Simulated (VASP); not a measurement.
The system is HfO2.

```
CELL_PARAMETERS angstrom
5.11800 0.00000 0.00000
0.00000 5.18570 0.00000
-0.85866 0.00000 5.21387
ATOMIC_POSITIONS crystal
Hf 0.27550 0.46030 0.70800
Hf 0.72450 0.96030 0.79200
Hf 0.72450 0.53970 0.29200
Hf 0.27550 0.03970 0.20800
O 0.07420 0.16840 0.84670
O 0.92580 0.66840 0.65330
O 0.92580 0.83160 0.15330
O 0.07420 0.33160 0.34670
O 0.44870 0.74190 0.98010
O 0.55130 0.24190 0.51990
O 0.55130 0.25810 0.01990
O 0.44870 0.75810 0.48010
```

```yaml
Program: VASP 6.6.1
Task: relaxation of cell and atoms
Functional: b88 exchange, pbe correlation
Potentials_or_basis: VASP PAW PBE potentials, release 64 (Hf_pv, O)
Cutoff: 600 eV
k_mesh: 5 × 5 × 5
Occupations: fermi-dirac, width 0.05 eV
Spin: no spin polarisation
```

At the start: pressure 1.9 GPa; volume 11.53 Å³/atom.

How do energy, volume and symmetry change on relaxing?

Over 25 steps the energy falls by 2.9 meV/atom and the volume is 11.63 Å³/atom (+0.9 %); space group P2_1/c (No. 14, to 0.1 Å) before and after.

The path:
```csv
step,energy change (eV),largest force (eV/Å),pressure (GPa),volume (Å³)
1,0.0000,0.4550,1.91,138.38
2,-0.0039,0.3871,-3.21,141.15
3,-0.0217,0.1732,-0.84,139.82
4,-0.0300,0.1024,0.16,139.29
5,-0.0300,0.0994,0.10,139.32
6,-0.0325,0.0419,0.06,139.36
7,-0.0333,0.0275,0.02,139.39
8,-0.0336,0.0161,0.03,139.43
9,-0.0336,0.0149,0.03,139.42
10,-0.0337,0.0152,-0.06,139.48
11,-0.0337,0.0125,-0.05,139.47
12,-0.0337,0.0124,0.00,139.46
13,-0.0338,0.0136,0.10,139.42
14,-0.0338,0.0128,0.05,139.46
15,-0.0339,0.0136,-0.03,139.53
16,-0.0339,0.0123,-0.03,139.53
17,-0.0340,0.0112,-0.03,139.53
18,-0.0341,0.0135,-0.01,139.53
19,-0.0341,0.0117,0.01,139.52
20,-0.0342,0.0110,0.08,139.49
21,-0.0341,0.0308,0.22,139.45
22,-0.0342,0.0148,0.12,139.48
23,-0.0343,0.0117,0.06,139.52
24,-0.0343,0.0104,-0.02,139.57
25,-0.0343,0.0061,-0.01,139.57
```

Final structure:
```cif
data_structure
_symmetry_space_group_name_H-M 'P 1'
_symmetry_Int_Tables_number 1
_cell_length_a 5.1338
_cell_length_b 5.1862
_cell_length_c 5.3178
_cell_angle_alpha 90.000
_cell_angle_beta 99.685
_cell_angle_gamma 90.000
_cell_volume 139.57
loop_
_atom_site_label
_atom_site_type_symbol
_atom_site_fract_x
_atom_site_fract_y
_atom_site_fract_z
_atom_site_occupancy
Hf1 Hf 0.27600 0.45735 0.70782 1
Hf2 Hf 0.72400 0.95735 0.79218 1
Hf3 Hf 0.72400 0.54265 0.29218 1
Hf4 Hf 0.27600 0.04265 0.20782 1
O1 O 0.06772 0.17026 0.84730 1
O2 O 0.93228 0.67026 0.65270 1
O3 O 0.93228 0.82974 0.15270 1
O4 O 0.06772 0.32974 0.34730 1
O5 O 0.44871 0.74269 0.97772 1
O6 O 0.55129 0.24269 0.52228 1
O7 O 0.55129 0.25731 0.02228 1
O8 O 0.44871 0.75731 0.47772 1
```

Caveat: the PAW data sets were made with another functional, which shifts forces and pressure a little.
